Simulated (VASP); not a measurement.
# Rh (Fm-3m) in VASP: notebook, part 2 of 2

VASP 6.6.1. The steps go on from the part before.

## Step 5: Single point, PBE

This run uses another cell than the first one, of 13.67 Å³/atom, 1.087 times its volume.

The input, INCAR:

```
ALGO     = Normal         # electronic algorithm
EDIFF    = 1E-6           # SCF threshold, eV
ENCUT    = 500            # plane-wave cutoff, eV
GGA      = PE             # functional
GGA_COMPAT= F            
ISIF     = 2              # what is computed and relaxed
ISMEAR   = -1             # smearing method
LASPH    = T              # aspherical terms in the spheres
LCHARG   = F              # write CHGCAR
LREAL    = F              # projectors in reciprocal space
LWAVE    = F              # write WAVECAR
NBANDS   = 14             # bands
NELM     = 120            # most SCF steps
PREC     = Accurate       # precision mode
SIGMA    = 0.05           # smearing width, eV
```

The input, KPOINTS:

```
k-points
0
Gamma
  13 13 13
```

The input, POSCAR:

```
Rh
1.0
    0.0000000000      1.8978500000      1.8978500000
    1.8978500000      0.0000000000      1.8978500000
    1.8978500000      1.8978500000      0.0000000000
Rh
1
Direct
    0.0000000000      0.0000000000      0.0000000000
```

Potentials or basis: VASP PAW PBE potentials, release 64 (Rh_pv).

On the command line:

```sh
cat potpaw_PBE.64/Rh_pv/POTCAR > POTCAR
mpirun -np 1 vasp_std > vasp.out
```

OUTCAR:

```text
EDIFF = 1E-6
   ENCUT = 500
   GGA = PE
   ISIF = 2
   ISMEAR = -1
   LASPH = T
   LREAL = F
   NELM = 120
   PREC = Accurate

 ion  position               nearest neighbor table
   1  0.000  0.000  0.000-

  LATTYP: Found a face centered cubic cell.
 ALAT       =     3.7957000000

  Lattice vectors:

 A1 = (   0.0000000000,   1.8978500000,   1.8978500000)
 A2 = (   1.8978500000,   0.0000000000,   1.8978500000)
 A3 = (   1.8978500000,   1.8978500000,   0.0000000000)

Analysis of symmetry for initial positions (statically):
=====================================================================
 Subroutine PRICEL returns:
 Original cell was already a primitive cell.

 Routine SETGRP: Setting up the symmetry group for a
 face centered cubic supercell.

 Subroutine GETGRP returns: Found 48 space group operations
 (whereof 48 operations were pure point group operations)
 out of a pool of 48 trial point group operations.

The static configuration has the point symmetry O_h .

Analysis of symmetry for dynamics (positions and initial velocities):
=====================================================================
 Subroutine PRICEL returns:
 Original cell was already a primitive cell.

 Routine SETGRP: Setting up the symmetry group for a
 face centered cubic supercell.

 Subroutine GETGRP returns: Found 48 space group operations
 (whereof 48 operations were pure point group operations)
 out of a pool of 48 trial point group operations.

The dynamic configuration has the point symmetry O_h .

 Subroutine INISYM returns: Found 48 space group operations
 (whereof 48 operations are pure point group operations),
 and found     1 'primitive' translations

----------------------------------------------------------------------------------------

                                     Primitive cell

  volume of cell :      13.6715

  direct lattice vectors                    reciprocal lattice vectors
     0.000000000  1.897850000  1.897850000    -0.263456016  0.263456016  0.263456016
     1.897850000  0.000000000  1.897850000     0.263456016 -0.263456016  0.263456016
     1.897850000  1.897850000  0.000000000     0.263456016  0.263456016 -0.263456016

  length of vectors
     2.683965209  2.683965209  2.683965209     0.456319205  0.456319205  0.456319205

  position of ions in fractional coordinates (direct lattice)
     0.000000000  0.000000000  0.000000000

  ion indices of the primitive-cell ions
   primitive index   ion index
                 1           1

----------------------------------------------------------------------------------------

 KPOINTS: k-points

Automatic generation of k-mesh.
 Grid dimensions read from file:
 generate k-points for:   13   13   13

 Generating k-lattice:

  Cartesian coordinates                     Fractional coordinates (reciprocal lattice)
    -0.020265847  0.020265847  0.020265847     0.076923077  0.000000000  0.000000000
     0.020265847 -0.020265847  0.020265847     0.000000000  0.076923077  0.000000000
     0.020265847  0.020265847 -0.020265847     0.000000000  0.000000000  0.076923077

  Length of vectors
     0.035101477  0.035101477  0.035101477

  Shift w.r.t. Gamma in fractional coordinates (k-lattice)
     0.000000000  0.000000000  0.000000000

 Subroutine IBZKPT returns following result:
 ===========================================

 Found     84 irreducible k-points:

 Following reciprocal coordinates:
            Coordinates               Weight
  0.000000  0.000000  0.000000      1.000000
  0.076923  0.000000  0.000000      8.000000
  0.153846  0.000000  0.000000      8.000000
  0.230769  0.000000  0.000000      8.000000
  0.307692  0.000000  0.000000      8.000000
  0.384615  0.000000  0.000000      8.000000
[... 16 lines left out ...]
  0.384615  0.153846  0.000000     24.000000
  0.461538  0.153846  0.000000     24.000000
 [... further k-points ...]
   k-points           NKPTS =     84   k-points in BZ     NKDIM =     84   number of bands    NBANDS=     14
   number of dos      NEDOS =    301   number of ions     NIONS =      1
   total plane-waves  NPLWV =   8000
   dimension x,y,z NGX =    20 NGY =   20 NGZ =   20
   dimension x,y,z NGXF=    40 NGYF=   40 NGZF=   40
   ions per type =               1
   NGX,Y,Z   is equivalent  to a cutoff of  12.39, 12.39, 12.39 a.u.
   NGXF,Y,Z  is equivalent  to a cutoff of  24.78, 24.78, 24.78 a.u.
 SYSTEM =  unknown system
   PREC   = accura    normal or accurate (medium, high low for compatibility)
   ISTART =      0    job   : 0-new  1-cont  2-samecut
   ICHARG =      2    charge: 1-file 2-atom 10-const
   ISPIN  =      1    spin polarized calculation?
   LNONCOLLINEAR =      F non collinear calculations
   LSORBIT =      F    spin-orbit coupling
   LASPH  =      T    aspherical Exc in radial PAW
   ENCUT  =  500.0 eV  36.75 Ry    6.06 a.u.   4.89  4.89  4.89*2*pi/ulx,y,z
   NELM   =    120;   NELMIN=  2; NELMDL= -5     # of ELM steps
   EDIFF  = 0.1E-05   stopping-criterion for ELM
   LREAL  =      F    real-space projection
   EDIFFG = 0.1E-04   stopping-criterion for IOM
   NSW    =      0    number of steps for IOM
   IBRION =     -1    ionic relax: 0-MD 1-quasi-New 2-CG
   NFREE  =      0    steps in history (QN), initial steepest desc. (CG)
   ISIF   =      2    stress and relaxation
   ISYM   =      2    0-nonsym 1-usesym 2-fastsym
   POTIM  = 0.5000    time-step for ionic-motion
   TEBEG  =    0.0;   TEEND  =   0.0 temperature during run
   PSTRESS=    0.0 pullay stress
   NELECT =      15.0000    total number of electrons
   NUPDOWN=      -1.0000    fix difference up-down
   EMIN   =  10.00;   EMAX   =-10.00  energy-range for DOS
   EFERMI =   0.00;   METHOD = LEGACY
   ISMEAR =    -1;   SIGMA  =   0.05  broadening in eV -4-tet -1-fermi 0-gaus
   EFERMI_NEDOS =   21; number of points for ismear=-14 and -15
   IALGO  =     38    algorithm
   IMIX   =      4    mixing-type and parameters
     AMIX     =   0.40;   BMIX     =  1.00
     AMIX_MAG =   1.60;   BMIX_MAG =  1.00
  volume/ion in A,a.u.               =      13.67        92.26
  Fermi-wavevector in a.u.,A,eV,Ry     =   1.688496  3.190795 38.790465  2.851019
  Thomas-Fermi vector in A             =   2.770792
   LORBIT       =      0    0 simple, 1 ext, 2 COOP (PROOUT), +10 PAW based schemes
   GGA     = PE    functional components
   LHFCALC =     F    Hartree Fock is set to
   AEXX    =    0.0000 exact exchange contribution
   IVDW    =     0    specifies the selected vdW correction
   LEPSILON=     F    determine dielectric tensor
   LRPA    =     F    only Hartree local field effects (RPA)
 non-spin polarized calculation
  energy-cutoff  :      500.00
  volume of cell :       13.67
 maximum number of plane-waves:       357
   NGX =  9   NGY =  9   NGZ =  9

 number of electron      15.0000007 magnetization

 Free energy of the ion-electron system (eV)
  ---------------------------------------------------
  ext. energy  EPLUGINS =         0.00000000
  ---------------------------------------------------
  free energy    TOTEN  =        -7.25677377 eV

  energy without entropy =       -7.24487663  energy(sigma->0) =       -7.25082520

 E-fermi :  12.0012     XC(G=0): -14.0677

 val. band max:       11.9745915536   @ k =  -0.1538   0.1538   0.0000
 cond. band min:      12.0169958674   @ k =   0.3077   0.3077   0.0000
 fundamental gap:      0.0424043137
 Fermi energy:        12.0012258780

 k-point     1 :       0.0000    0.0000    0.0000
  band No.  band energies     occupation
      1     -34.3801      2.00000
      2     -34.3801      2.00000
      3     -34.3801      2.00000
      4       4.0073      2.00000
      5       8.9038      2.00000
      6       8.9038      2.00000
      7       8.9038      2.00000
      8      11.0095      2.00000
      9      11.0095      2.00000
     10      27.9990      0.00000
     11      32.5241      0.00000
     12      33.4937      0.00000
     13      33.4937      0.00000
     14      33.4937      0.00000

 k-point     2 :       0.0769    0.0000    0.0000
  band No.  band energies     occupation
      1     -34.4243      2.00000
      2     -34.3860      2.00000
      3     -34.3860      2.00000
      4       4.2454      2.00000
      5       8.8003      2.00000
      6       8.9956      2.00000
      7       8.9956      2.00000
      8      10.9593      2.00000
      9      10.9593      2.00000
     10      28.3419      0.00000
[... 362 lines left out ...]
 k-point    24 :       0.4615    0.1538    0.0000
  band No.  band energies     occupation
      1     -35.0323      2.00000
      2     -34.5647      2.00000
      3     -34.5221      2.00000
      4       6.4632      2.00000
      5       8.3459      2.00000
      6       9.5443      2.00000
      7       9.5613      2.00000
      8      12.6375      0.00001
      9      14.5958      0.00000
     10      22.1561      0.00000
     11      28.6413      0.00000
     12      31.6223      0.00000
     13      32.4801      0.00000
     14      32.6026      0.00000

 [... further k-points ...]
[... 5 lines left out ...]
  --------------------------------------------------------------------------------------
  -------------------------------------------------------------------------------------
  Total        0.6636433      0.6636433      0.6636433      0.0000000     -0.0000000      0.0000000
  in kB       77.7731380     77.7731380     77.7731380      0.0000000     -0.0000000      0.0000000
  external PRESSURE =      77.7731380 kB  Pullay stress =       0.0000000 kB

 VOLUME and BASIS-vectors are now :
 -----------------------------------------------------------------------------
  energy-cutoff  :      500.00
  volume of cell :       13.67
      direct lattice vectors                 reciprocal lattice vectors
     0.000000000  1.897850000  1.897850000    -0.263456016  0.263456016  0.263456016
     1.897850000  0.000000000  1.897850000     0.263456016 -0.263456016  0.263456016
     1.897850000  1.897850000  0.000000000     0.263456016  0.263456016 -0.263456016

 POSITION                                       TOTAL-FORCE (eV/Angst)
 -----------------------------------------------------------------------------------
      0.00000      0.00000      0.00000        -0.000000      0.000000      0.000000
 -----------------------------------------------------------------------------------
    total drift:                                0.000000      0.000000      0.000000

  FREE ENERGIE OF THE ION-ELECTRON SYSTEM (eV)
  ---------------------------------------------------
  free  energy   TOTEN  =        -7.2567737672 eV

  energy  without entropy=       -7.2448766292  energy(sigma->0) =       -7.25082520
```

It took 8.2 s on 1 thread of Intel Xeon Platinum 8488C (Sapphire Rapids), shared host; peak memory 0.13 GiB.

Results:

- Free energy: -7.2568 eV
- Pressure: 7.8 GPa

Levels at points of the mesh, in eV from the Fermi level:
| k point | band 3 | band 4 | band 5 | band 6 | band 7 | band 8 | band 9 | band 10 | band 11 | band 12 |
| --- | --- | --- | --- | --- | --- | --- | --- | --- | --- | --- |
| (0.00, 0.00, 0.00) | -46.38 | -7.99 | -3.10 | -3.10 | -3.10 | -0.99 | -0.99 | 16.00 | 20.52 | 21.49 |

## Step 6: Summary

```csv
cell,gap on the mesh (eV),pressure (GPa)
"a = 2.610 Å, angles 60.0°, 1 atom",none,38.1
"a = 2.635 Å, angles 60.0°, 1 atom",none,26.3
"a = 2.660 Å, angles 60.0°, 1 atom",none,16.3
"a = 2.684 Å, angles 60.0°, 1 atom",none,7.8
```

Alike in all rows: task single point; level PBE; potentials or basis VASP PAW PBE potentials, release 64 (Rh_pv); no spin polarisation; k mesh 13 × 13 × 13; cutoff (eV) 500; smearing fermi-dirac 0.05 eV.

Absolute energies hang on the potentials; compare differences alone.
